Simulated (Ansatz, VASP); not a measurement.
Si7P in VASP and in Ansatz

```
Si P
1.0
     3.84000    2.21703    6.27000
    -3.84000    2.21703    6.27000
     0.00000   -4.43405    6.27000
Si P
14 2
Direct
  0.43750 0.43750 0.43750
  0.56250 0.56250 0.56250
  0.43750 0.93750 0.43750
  0.56250 0.06250 0.56250
  0.43750 0.43750 0.93750
  0.56250 0.56250 0.06250
  0.06250 0.06250 0.56250
  0.56250 0.06250 0.06250
  0.06250 0.56250 0.06250
  0.93750 0.93750 0.43750
  0.43750 0.93750 0.93750
  0.93750 0.43750 0.93750
  0.06250 0.56250 0.56250
  0.93750 0.43750 0.43750
  0.92000 0.92000 0.92000
  0.08000 0.08000 0.08000
```

Alike in both runs: task relaxation of cell and atoms; functional PBE; k mesh 3 × 3 × 3; occupations gaussian, width 0.2 eV; no spin polarisation.

```csv
,VASP,Ansatz
version,VASP 6.6.1,Ansatz 0.2.0
potentials or method,"VASP PAW PBE potentials, release 64 (Si, P), cutoff 600 eV","scalar-relativistic, plane waves, PAW"
valence electrons in the cell,66,66
```

Ansatz gave:

| Property | Result |
| --- | --- |
| gap on the k mesh at the Fermi level, each at its own relaxed structure (eV) | none |
| relaxed volume (Å³/atom) | 20.22 |
| relaxed length of the cell vector where the two differ most in proportion (Å) | 7.787 |

Q: Which values does VASP return?

A: gap on the k mesh at the Fermi level, each at its own relaxed structure (eV): none; relaxed volume (Å³/atom): 20.22; relaxed length of the cell vector where the two differ most in proportion (Å): 7.796.

A gap of «none» marks a metal or a gap that the smearing closes.
